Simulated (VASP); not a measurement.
**BaTe: single point with LDA**

The system is BaTe.

```
CELL_PARAMETERS angstrom
0.00000 3.56000 3.56000
3.56000 0.00000 3.56000
3.56000 3.56000 0.00000
ATOMIC_POSITIONS crystal
Ba 0.00000 0.00000 0.00000
Te 0.50000 0.50000 0.50000
```

```
Program                : VASP 6.6.1
Task                   : single point
Functional             : LDA
Potentials or basis    : VASP PAW LDA potentials, release 64 (Ba_sv, Te)
Cutoff                 : 500 eV
k mesh                 : 4 × 4 × 4
Occupations            : gaussian, width 0.05 eV
Spin                   : no spin polarisation
Dipole correction      : no
Further INCAR settings : ALGO = Normal; EDIFF = 1e-06; NBANDS = 15
```

```json
{
 "Pressure": "-2.7 GPa",
 "Band gap on the k mesh": "1.49 eV, indirect (least direct gap 1.87 eV)"
}
```

Levels at points of the mesh, in eV from the valence-band top:
```tsv
k point	band 6	band 7	band 8	band 9	band 10	band 11
(0.00, 0.00, 0.00)	0.00	0.00	0.00	2.49	2.82	2.82
(0.50, 0.00, 0.00)	-2.16	-1.05	-1.05	3.99	4.50	4.65
(0.50, 0.50, 0.00)	-1.13	-0.38	-0.38	1.49	4.23	4.28
```

Wall time 33 s on 1 thread of AMD EPYC 7R13, with other jobs on the host, peak memory 0.16 GiB.

Caveat: spin-orbit coupling is left out, which moves the levels of the heavy elements. A k mesh can miss the band edges.
